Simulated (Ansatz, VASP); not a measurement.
**HgTe in VASP and in Ansatz**

File INCAR:

```
PREC = Accurate
ENCUT = 600
EDIFF = 1E-7
ISMEAR = -1
SIGMA = 0.05
LREAL = False
LASPH = True
NELM = 80
ALGO = Normal
ISIF = 3
LWAVE = False
LCHARG = False
GGA = RP
IVDW = 13
IBRION = 2
NSW = 80
EDIFFG = -0.01
```

Contents of KPOINTS:

```
Automatic mesh
0
Gamma
  7 7 7
```

The input POSCAR:

```
HgTe
1.0
    0.0000000000      3.2145000000      3.2145000000
    3.2145000000      0.0000000000      3.2145000000
    3.2145000000      3.2145000000      0.0000000000
Hg Te
1 1
Direct
    0.0000000000      0.0000000000      0.0000000000
    0.7500000000      0.7500000000      0.7500000000
```

The input input.yaml:

```yaml
crystal:
  lattice:
    - [0.0, 3.2145, 3.2145]
    - [3.2145, 0.0, 3.2145]
    - [3.2145, 3.2145, 0.0]
  atoms:
    - { symbol: Hg, position: [0.0, 0.0, 0.0] }
    - { symbol: Te, position: [0.75, 0.75, 0.75] }
kpoints:
  mp_grid: { grid: [7, 7, 7] }
scf:
  occupations: { method: fermi_dirac, width: 0.05 }
hamiltonian:
  xc: rpbe
  dispersion: d4
  pseudopotentials: { kind: all_electron, lapw: { basis_error: 0.001 } }
output:
  forces: true
  stress: true
relax:
  f_tol: 0.01
  max_steps: 60
  cell: {}
```

Alike in both runs: task relaxation of cell and atoms; functional RPBE; dispersion D4; k mesh 7 × 7 × 7; occupations fermi-dirac, width 0.05 eV; no spin polarisation.

```csv
,VASP,Ansatz
version,VASP 6.6.1,Ansatz 0.2.0
potentials or method,"VASP PAW PBE potentials, release 64 (Hg, Te), cutoff 600 eV","all-electron LAPW, scalar-relativistic"
```

|  | VASP | Ansatz | Ansatz less VASP |
| --- | --- | --- | --- |
| relaxed volume (Å³/atom) | 35.07 | 35.01 | -0.057 |
| relaxed cell length with the largest relative difference (Å) | 4.629 | 4.626 | -0.0025 |

VASP's potentials were made for PBE, not for RPBE. Ansatz ran all-electron here, and VASP with PAW potentials.

Neither program's run includes spin-orbit coupling.
